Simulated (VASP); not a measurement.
# InAs (qlda) (F-43m) in VASP: relaxation of cell and atoms with LDA

Aim: the relaxation of cell and atoms of InAs (qlda) with LDA.

All numbers are computed with VASP 6.6.1; they aren't measurements. Logs are shortened: lines on timing, memory, paths and dates and some standing lists are left out, and cuts for length are marked.

### 1 The cell of the first run

Symmetry: F-43m, No. 216, cubic system. Conventional cell: a = 6.107 Å, b = 6.107 Å, c = 6.107 Å, α = 90.00°, β = 90.00°, γ = 90.00°. Within 3.5 Å of In (site symmetry -43m) lie 4 As at 2.64 Å. Within 3.5 Å of As (site symmetry -43m) lie 4 In at 2.64 Å.

### 2 Relaxation of cell and atoms, LDA

Contents of INCAR:

```
SYSTEM = InAs
ALGO = Normal
EDIFF = 1E-6
EDIFFG = -0.002
ENCUT = 600
IBRION = 2
ISIF = 3
ISMEAR = 0
LASPH = .TRUE.
LCHARG = .FALSE.
LREAL = .FALSE.
LWAVE = .FALSE.
NELM = 100
NSW = 100
PREC = Accurate
SIGMA = 0.1
```

Contents of KPOINTS:

```
k-points
0
G
  10 10 10
  0 0 0
```

Contents of POSCAR:

```
InAs
1.0
    0.0000000000      3.0535616600      3.0535616600
    3.0535616600      0.0000000000      3.0535616600
    3.0535616600      3.0535616600      0.0000000000
In As
1 1
Direct
    0.2500000000      0.2500000000      0.2500000000
    0.0000000000      0.0000000000      0.0000000000
```

Potentials or basis: VASP PAW LDA potentials, release 64 (In_d, As).

The run is started by

```bash
cat potpaw_LDA.64/In_d/POTCAR potpaw_LDA.64/As/POTCAR > POTCAR
mpirun -np 1 vasp_std > vasp.out
```

OUTCAR:

```text
SYSTEM = InAs
   EDIFF = 1E-6
   EDIFFG = -0.002
   ENCUT = 600
   IBRION = 2
   ISIF = 3
   ISMEAR = 0
   LASPH = .TRUE.
   LREAL = .FALSE.
   NELM = 100
   NSW = 100
   PREC = Accurate

 ion  position               nearest neighbor table
   1  0.250  0.250  0.250-   2 2.64   2 2.64   2 2.64   2 2.64
   2  0.000  0.000  0.000-   1 2.64   1 2.64   1 2.64   1 2.64

  LATTYP: Found a face centered cubic cell.
 ALAT       =     6.1071233200

  Lattice vectors:

 A1 = (   0.0000000000,   3.0535616600,   3.0535616600)
 A2 = (   3.0535616600,   0.0000000000,   3.0535616600)
 A3 = (   3.0535616600,   3.0535616600,   0.0000000000)

Analysis of symmetry for initial positions (statically):
=====================================================================
 Subroutine PRICEL returns:
 Original cell was already a primitive cell.

 Routine SETGRP: Setting up the symmetry group for a
 face centered cubic supercell.

 Subroutine GETGRP returns: Found 24 space group operations
 (whereof 24 operations were pure point group operations)
 out of a pool of 48 trial point group operations.

The static configuration has the point symmetry T_d .

Analysis of symmetry for dynamics (positions and initial velocities):
=====================================================================
 Subroutine PRICEL returns:
 Original cell was already a primitive cell.

 Routine SETGRP: Setting up the symmetry group for a
 face centered cubic supercell.

 Subroutine GETGRP returns: Found 24 space group operations
 (whereof 24 operations were pure point group operations)
 out of a pool of 48 trial point group operations.

The dynamic configuration has the point symmetry T_d .

 Subroutine INISYM returns: Found 24 space group operations
 (whereof 24 operations are pure point group operations),
 and found     1 'primitive' translations

----------------------------------------------------------------------------------------

                                     Primitive cell

  volume of cell :      56.9443

  direct lattice vectors                    reciprocal lattice vectors
     0.000000000  3.053561660  3.053561660    -0.163743214  0.163743214  0.163743214
     3.053561660  0.000000000  3.053561660     0.163743214 -0.163743214  0.163743214
     3.053561660  3.053561660  0.000000000     0.163743214  0.163743214 -0.163743214

  length of vectors
     4.318388313  4.318388313  4.318388313     0.283611566  0.283611566  0.283611566

  position of ions in fractional coordinates (direct lattice)
     0.250000000  0.250000000  0.250000000
     0.000000000  0.000000000  0.000000000

  ion indices of the primitive-cell ions
   primitive index   ion index
                 1           1
                 2           2

----------------------------------------------------------------------------------------

 KPOINTS: k-points

Automatic generation of k-mesh.
 Grid dimensions read from file:
 generate k-points for:   10   10   10

 Generating k-lattice:

  Cartesian coordinates                     Fractional coordinates (reciprocal lattice)
    -0.016374321  0.016374321  0.016374321     0.100000000  0.000000000  0.000000000
     0.016374321 -0.016374321  0.016374321     0.000000000  0.100000000  0.000000000
     0.016374321  0.016374321 -0.016374321     0.000000000  0.000000000  0.100000000

  Length of vectors
     0.028361157  0.028361157  0.028361157

  Shift w.r.t. Gamma in fractional coordinates (k-lattice)
     0.000000000  0.000000000  0.000000000

 Subroutine IBZKPT returns following result:
 ===========================================

 Found     47 irreducible k-points:

 Following reciprocal coordinates:
            Coordinates               Weight
  0.000000  0.000000  0.000000      1.000000
  0.100000  0.000000  0.000000      8.000000
  0.200000  0.000000  0.000000      8.000000
  0.300000  0.000000  0.000000      8.000000
  0.400000  0.000000  0.000000      8.000000
  0.500000  0.000000  0.000000      4.000000
[... 16 lines left out ...]
  0.300000  0.300000  0.000000      6.000000
  0.400000  0.300000  0.000000     24.000000
 [... further k-points ...]
   k-points           NKPTS =     47   k-points in BZ     NKDIM =     47   number of bands    NBANDS=     13
   number of dos      NEDOS =    301   number of ions     NIONS =      2
   total plane-waves  NPLWV =  46656
   dimension x,y,z NGX =    36 NGY =   36 NGZ =   36
   dimension x,y,z NGXF=    72 NGYF=   72 NGZF=   72
   ions per type =               1   1
   NGX,Y,Z   is equivalent  to a cutoff of  13.86, 13.86, 13.86 a.u.
   NGXF,Y,Z  is equivalent  to a cutoff of  27.72, 27.72, 27.72 a.u.
 SYSTEM =  InAs
   PREC   = accura    normal or accurate (medium, high low for compatibility)
   ISTART =      0    job   : 0-new  1-cont  2-samecut
   ICHARG =      2    charge: 1-file 2-atom 10-const
   ISPIN  =      1    spin polarized calculation?
   LNONCOLLINEAR =      F non collinear calculations
   LSORBIT =      F    spin-orbit coupling
   LASPH  =      T    aspherical Exc in radial PAW
   ENCUT  =  600.0 eV  44.10 Ry    6.64 a.u.   8.62  8.62  8.62*2*pi/ulx,y,z
   NELM   =    100;   NELMIN=  2; NELMDL= -5     # of ELM steps
   EDIFF  = 0.1E-05   stopping-criterion for ELM
   LREAL  =      F    real-space projection
   EDIFFG = -.2E-02   stopping-criterion for IOM
   NSW    =    100    number of steps for IOM
   IBRION =      2    ionic relax: 0-MD 1-quasi-New 2-CG
   NFREE  =      1    steps in history (QN), initial steepest desc. (CG)
   ISIF   =      3    stress and relaxation
   ISYM   =      2    0-nonsym 1-usesym 2-fastsym
   POTIM  = 0.5000    time-step for ionic-motion
   TEBEG  =    0.0;   TEEND  =   0.0 temperature during run
   PSTRESS=    0.0 pullay stress
   NELECT =      18.0000    total number of electrons
   NUPDOWN=      -1.0000    fix difference up-down
   EMIN   =  10.00;   EMAX   =-10.00  energy-range for DOS
   EFERMI =   0.00;   METHOD = LEGACY
   ISMEAR =     0;   SIGMA  =   0.10  broadening in eV -4-tet -1-fermi 0-gaus
   EFERMI_NEDOS =   21; number of points for ismear=-14 and -15
   IALGO  =     38    algorithm
   IMIX   =      4    mixing-type and parameters
     AMIX     =   0.40;   BMIX     =  1.00
     AMIX_MAG =   1.60;   BMIX_MAG =  1.00
  volume/ion in A,a.u.               =      28.47       192.14
  Fermi-wavevector in a.u.,A,eV,Ry     =   1.115190  2.107404 16.920877  1.243649
  Thomas-Fermi vector in A             =   2.251793
   LORBIT       =      0    0 simple, 1 ext, 2 COOP (PROOUT), +10 PAW based schemes
   GGA     = CA    functional components
   LHFCALC =     F    Hartree Fock is set to
   AEXX    =    0.0000 exact exchange contribution
   IVDW    =     0    specifies the selected vdW correction
   LEPSILON=     F    determine dielectric tensor
   LRPA    =     F    only Hartree local field effects (RPA)
 conjugate gradient relaxation of ions
 non-spin polarized calculation
 Gauss-broadening in eV      SIGMA  =   0.10
  energy-cutoff  :      600.00
  volume of cell :       56.94
 maximum number of plane-waves:      1917
   NGX = 17   NGY = 17   NGZ = 17

--------------------------------------- Ionic step        1  -------------------------------------------

 number of electron      18.0000002 magnetization

 Free energy of the ion-electron system (eV)
  ---------------------------------------------------
  ext. energy  EPLUGINS =         0.00000000
  ---------------------------------------------------
  free energy    TOTEN  =        -9.01561357 eV

  energy without entropy =       -9.01539961  energy(sigma->0) =       -9.01550659

 E-fermi :   4.0806     XC(G=0):  -9.2863

 val. band max:        4.0374212237   @ k =   0.0000   0.0000   0.0000
 cond. band min:       4.7816198831   @ k =   0.5000   0.0000   0.0000
 fundamental gap:      0.7441986594
 Fermi energy:         4.0805803056

 k-point     1 :       0.0000    0.0000    0.0000
  band No.  band energies     occupation
      1     -10.2587      2.00000
      2     -10.2587      2.00000
      3     -10.2587      2.00000
      4     -10.1421      2.00000
      5     -10.1421      2.00000
      6      -7.6893      2.00000
      7       3.4925      2.00000
      8       4.0374      1.45838
      9       4.0374      1.45838
     10       4.0374      1.45838
     11       7.8463      0.00000
     12       7.8463      0.00000
     13       7.8463      0.00000
[... 353 lines left out ...]
 k-point    24 :       0.4000    0.3000    0.0000
  band No.  band energies     occupation
      1     -10.3958      2.00000
      2     -10.2040      2.00000
      3     -10.2018      2.00000
      4     -10.1661      2.00000
      5     -10.1263      2.00000
      6      -6.3051      2.00000
      7      -0.9376      2.00000
      8       1.9057      2.00000
      9       2.1683      2.00000
     10       5.9778      0.00000
     11       6.6844      0.00000
     12      10.4641      0.00000
     13      11.2144      0.00000

 [... further k-points ...]
[... 5 lines left out ...]
  --------------------------------------------------------------------------------------
  -------------------------------------------------------------------------------------
  Total       -0.7297163     -0.7297163     -0.7297163      0.0000000      0.0000000     -0.0000000
  in kB      -20.5312089    -20.5312089    -20.5312089      0.0000000      0.0000000     -0.0000000
  external PRESSURE =     -20.5312089 kB  Pullay stress =       0.0000000 kB
[... 89 lines left out ...]
  FREE ENERGIE OF THE ION-ELECTRON SYSTEM (eV)
  ---------------------------------------------------
  free  energy   TOTEN  =        -9.0293086552 eV

  energy  without entropy=       -9.0291046700  energy(sigma->0) =       -9.02920666

[... ionic steps 4 to 11 ...]

--------------------------------------- Ionic step       12  -------------------------------------------

 number of electron      18.0000003 magnetization

------------------------ aborting loop because EDIFF is reached ----------------------------------------

  FORCE on cell =-STRESS in cart. coord.  units (eV):
  Direction    XX          YY          ZZ          XY          YZ          ZX
  --------------------------------------------------------------------------------------
  -------------------------------------------------------------------------------------
  Total       -0.0182023     -0.0182023     -0.0182023      0.0000000      0.0000000     -0.0000000
  in kB       -0.5311721     -0.5311721     -0.5311721      0.0000000      0.0000000     -0.0000000
  external PRESSURE =      -0.5311721 kB  Pullay stress =       0.0000000 kB
[... 57 lines left out ...]
  energy  without entropy=       -9.0291028305  energy(sigma->0) =       -9.02920487

--------------------------------------- Ionic step       14  -------------------------------------------

 number of electron      18.0000003 magnetization

 Free energy of the ion-electron system (eV)
  ---------------------------------------------------
  ext. energy  EPLUGINS =         0.00000000
  ---------------------------------------------------
  free energy    TOTEN  =        -9.02930850 eV

  energy without entropy =       -9.02910450  energy(sigma->0) =       -9.02920650

 E-fermi :   4.4523     XC(G=0):  -9.4432

 val. band max:        4.4117675258   @ k =   0.0000   0.0000   0.0000
 cond. band min:       5.2346221759   @ k =   0.5000   0.0000   0.0000
 fundamental gap:      0.8228546501
 Fermi energy:         4.4523068726

 k-point     1 :       0.0000    0.0000    0.0000
  band No.  band energies     occupation
      1      -9.9598      2.00000
      2      -9.9598      2.00000
      3      -9.9598      2.00000
      4      -9.8281      2.00000
      5      -9.8281      2.00000
      6      -7.5497      2.00000
      7       4.0539      2.00000
      8       4.4118      1.43357
      9       4.4118      1.43357
     10       4.4118      1.43357
     11       8.2377      0.00000
     12       8.2377      0.00000
     13       8.2377      0.00000
[... 353 lines left out ...]
 k-point    24 :       0.4000    0.3000    0.0000
  band No.  band energies     occupation
      1     -10.1170      2.00000
      2      -9.8974      2.00000
      3      -9.8948      2.00000
      4      -9.8564      2.00000
      5      -9.8102      2.00000
      6      -6.0624      2.00000
      7      -0.6590      2.00000
      8       2.1621      2.00000
      9       2.4382      2.00000
     10       6.3250      0.00000
     11       7.1083      0.00000
     12      10.9650      0.00000
     13      11.7384      0.00000

 [... further k-points ...]
[... 5 lines left out ...]
  --------------------------------------------------------------------------------------
  -------------------------------------------------------------------------------------
  Total       -0.0023932     -0.0023932     -0.0023932     -0.0000000      0.0000000     -0.0000000
  in kB       -0.0698660     -0.0698660     -0.0698660     -0.0000000      0.0000000     -0.0000000
  external PRESSURE =      -0.0698660 kB  Pullay stress =       0.0000000 kB
[... 17 lines left out ...]
  FREE ENERGIE OF THE ION-ELECTRON SYSTEM (eV)
  ---------------------------------------------------
  free  energy   TOTEN  =        -9.0293084962 eV

  energy  without entropy=       -9.0291044976  energy(sigma->0) =       -9.02920650

 reached required accuracy - stopping structural energy minimisation
```

Wall time 7.2 min (1 thread of AMD EPYC 7R13, shared host); peak memory 0.18 GiB.

Results:

| Property | Result |
| --- | --- |
| Free energy | -9.0293 eV |
| Relaxed volume | 27.44 Å³/atom |
| Relaxed cell | a = 4.266 Å, b = 4.266 Å, c = 4.266 Å, α = 60.00°, β = 60.00°, γ = 60.00° |
| Space group after relaxing (to 0.05 Å) | F-43m (No. 216) |
| Energy gained by relaxing | 6.8 meV/atom |
| Ionic steps | 14 |
| Pressure after relaxing | 0.0 GPa |
| Band gap on the k mesh | zero (filled and empty bands touch) |

Step by step:
```
step  energy change (eV)  largest force (eV/Å)  pressure (GPa)  volume (Å³)
   1              0.0000                0.0000           -2.05        56.94
   2             -0.0109                0.0000            1.03        53.99
   3             -0.0137                0.0000            0.02        54.88
   4             -0.0137                0.0000           -0.05        54.92
   5             -0.0137                0.0000           -0.06        54.92
   6             -0.0137                0.0000           -0.04        54.91
   7             -0.0137                0.0000           -0.04        54.91
   8             -0.0137                0.0000           -0.04        54.91
   9             -0.0137                0.0000           -0.04        54.91
  10             -0.0137                0.0000           -0.04        54.91
  11             -0.0137                0.0000           -0.05        54.91
  12             -0.0137                0.0000           -0.05        54.90
  13             -0.0137                0.0000           -0.02        54.90
  14             -0.0137                0.0000           -0.01        54.88
```

Final structure:
```xyz
2
Lattice="0.0000 3.0162 3.0162 3.0162 0.0000 3.0162 3.0162 3.0162 0.0000" Properties=species:S:1:pos:R:3 pbc="T T T"
In    1.5081    1.5081    1.5081
As    0.0000    0.0000    0.0000
```

Caveat: spin-orbit coupling is left out, which moves the levels of the heavy elements.
